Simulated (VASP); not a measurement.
Wanted: the native input for a VASP 6.6.1 run.

- Task: single point
- Functional: PBE
- Potentials or basis: VASP PAW PBE potentials, release 64 (Ge_d, Ru_pv, Pd)
- Cutoff: 520 eV
- k mesh: 8 × 8 × 8
- Occupations: gaussian, width 0.1 eV
- Spin: no spin polarisation
- Dipole correction: no
- Further INCAR settings: ALGO = Normal; EDIFF = 1e-07; NBANDS = 41

The structure of Ge3PdRu lies in POSCAR:

```
Ge3PdRu
1.0
    4.9730025783      0.0000000000      0.0000000000
    0.0000000000      4.9730025783      0.0000000000
    0.0000000000      0.0000000000      4.7466250511
Ge Ru Pd
3 1 1
Direct
    0.0000000000      0.5000000000      0.0000000000
    0.5000000000      0.0000000000      0.0000000000
    0.5000000000      0.5000000000      0.5000000000
    0.5000000000      0.5000000000      0.0000000000
    0.0000000000      0.0000000000      0.0000000000
```

The cell was generated, and may not be a known phase.

The input as run:

INCAR

```
PREC = Accurate
ENCUT = 520
EDIFF = 1E-7
ISMEAR = 0
SIGMA = 0.1
LREAL = False
LASPH = True
NELM = 100
ALGO = Normal
ISIF = 2
LWAVE = False
LCHARG = False
GGA = PE
NBANDS = 41
```

KPOINTS

```
Automatic mesh
0
Gamma
  8 8 8
```

Potentials or basis: VASP PAW PBE potentials, release 64 (Ge_d, Ru_pv, Pd).

Run with:

```sh
$ cat potpaw_PBE.64/Ge_d/POTCAR potpaw_PBE.64/Ru_pv/POTCAR potpaw_PBE.64/Pd/POTCAR > POTCAR
$ mpirun -np 1 vasp_std > vasp.out
```

Results of the run:

| Quantity | Value |
| --- | --- |
| Pressure | 0.1 GPa |
| Band gap on the k mesh | zero (bands 33 and 34 overlap by 0.39 eV) |

Wall time 9.3 min on 1 thread of Intel Xeon 8259CL, on a shared host, peak memory 0.47 GiB.
